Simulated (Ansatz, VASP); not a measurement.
## Sc2AlN3 in VASP and in Ansatz

File INCAR:

```
  PREC = Accurate
  ENCUT = 520
  EDIFF = 1E-7
  ISMEAR = 0
  SIGMA = 0.1
  LREAL = F
  LASPH = T
  NELM = 150
  ALGO = Normal
  ISIF = 2
  LWAVE = F
  LCHARG = T
  ISPIN = 2
  MAGMOM = 0 0 0 1 1 1
  LORBIT = 11
  LMAXMIX = 4
  GGA = PE
  LELF = T
  LVHAR = T
  NBANDS = 33
```

File KPOINTS:

```
regular mesh
0
Gamma
  4 4 4
```

The input POSCAR:

```
Sc2AlN3
1.0
    3.9392560200      0.0000000000      0.0000000000
    0.0000000000      3.9392560200      0.0000000000
    0.0000000000      0.0000000000      6.5899767900
Sc Al N
2 1 3
Direct
    0.0000000000      0.5000000000      0.0000000000
    0.5000000000      0.0000000000      0.0000000000
    0.5000000000      0.5000000000      0.5000000000
    0.5000000000      0.5000000000      0.1321156600
    0.5000000000      0.5000000000      0.8678843400
    0.0000000000      0.0000000000      0.5000000000
```

Input for Ansatz:

```yaml
crystal:
  lattice:
    - [3.93925602, 0.0, 0.0]
    - [0.0, 3.93925602, 0.0]
    - [0.0, 0.0, 6.58997679]
  atoms:
    - { symbol: Sc, position: [0.0, 0.5, 0.0] }
    - { symbol: Sc, position: [0.5, 0.0, 0.0] }
    - { symbol: Al, position: [0.5, 0.5, 0.5] }
    - { symbol: "N", position: [0.5, 0.5, 0.13211566], spin: 1.0 }
    - { symbol: "N", position: [0.5, 0.5, 0.86788434], spin: 1.0 }
    - { symbol: "N", position: [0.0, 0.0, 0.5], spin: 1.0 }
basis:
  ecutwfc: 420
kpoints:
  mp_grid: { grid: [4, 4, 4] }
hamiltonian:
  xc: pbe
scf:
  occupations: { method: gaussian, width: 0.1 }
  lower_state_search: "off"
output:
  forces: true
  stress: true
  eigenvalues: true
  populations: true
magnetization:
  spin_polarized: true
```

Alike in both runs: task single point; functional PBE; k mesh 4 × 4 × 4; occupations gaussian, width 0.1 eV; collinear spin.

```csv
,VASP,Ansatz
version,VASP 6.6.1,Ansatz 0.2.0
potentials or method,"VASP PAW PBE potentials, release 64 (Sc_sv, Al, N), cutoff 520 eV","scalar-relativistic, plane waves, PAW"
valence electrons in the cell,40,40
```

|  | VASP | Ansatz | Ansatz less VASP |
| --- | --- | --- | --- |
| gap on the k mesh at the Fermi level (eV) | none | none | - |
| pressure (GPa) | -3.8 | -4.2 | -0.42 |
| traceless stress, the component that is largest in VASP (GPa) | -6.54 | -6.28 | +0.255 |
| rms of the force components (eV/Å) | 0.278 | 0.241 | -0.0369 |
| net moment per atom (μB) | 0.00 | 0.00 | 0.000 |

Atom by atom the forces differ by 0.037 eV/Å (rms over components). A gap of «none» marks a metal or a gap that the smearing closes. Ansatz's warnings: seeded moment not kept.

The k mesh is coarse, so the values compare programs but aren't converged.
